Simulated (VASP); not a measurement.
**MgS (m.bA): single point with PBEsol**

MgS (m.bA):

```xyz
2
Lattice="0.0000 2.8258 2.8258 2.8258 0.0000 2.8258 2.8258 2.8258 0.0000" Properties=species:S:1:pos:R:3 pbc="T T T"
Mg    0.0000    0.0000    0.0000
S     1.4129    1.4129    1.4129
```

```
Program                : VASP 6.6.1
Task                   : single point
Functional             : PBEsol
Potentials or basis    : VASP PAW PBE potentials, release 64 (Mg, S)
Cutoff                 : 600 eV
k mesh                 : 8 × 8 × 8
Occupations            : gaussian, width 0.02 eV
Spin                   : no spin polarisation
Dipole correction      : no
Further INCAR settings : ALGO = Normal; EDIFF = 1e-06; NBANDS = 11
```

| Property | Result |
| --- | --- |
| Pressure | -0.1 GPa |
| Band gap on the k mesh | 3.32 eV, direct |

Levels at points of the mesh, in eV from the valence-band top:
| k point | band 2 | band 3 | band 4 | band 5 | band 6 | band 7 |
| --- | --- | --- | --- | --- | --- | --- |
| (0.00, 0.00, 0.00) | 0.00 | 0.00 | 0.00 | 3.32 | 7.89 | 7.89 |
| (0.50, 0.00, 0.00) | -3.20 | -0.33 | -0.33 | 5.01 | 7.55 | 7.55 |
| (0.50, 0.50, 0.00) | -2.87 | -1.06 | -1.06 | 3.71 | 5.55 | 11.08 |

Run time: 14 s on 1 thread of Intel(R) Xeon(R) Platinum 8488C (Sapphire Rapids) (shared host), peak memory 0.18 GiB.

Caveat: the PAW data sets were made with another functional, which shifts forces and pressure a little. A k mesh can miss the band edges.
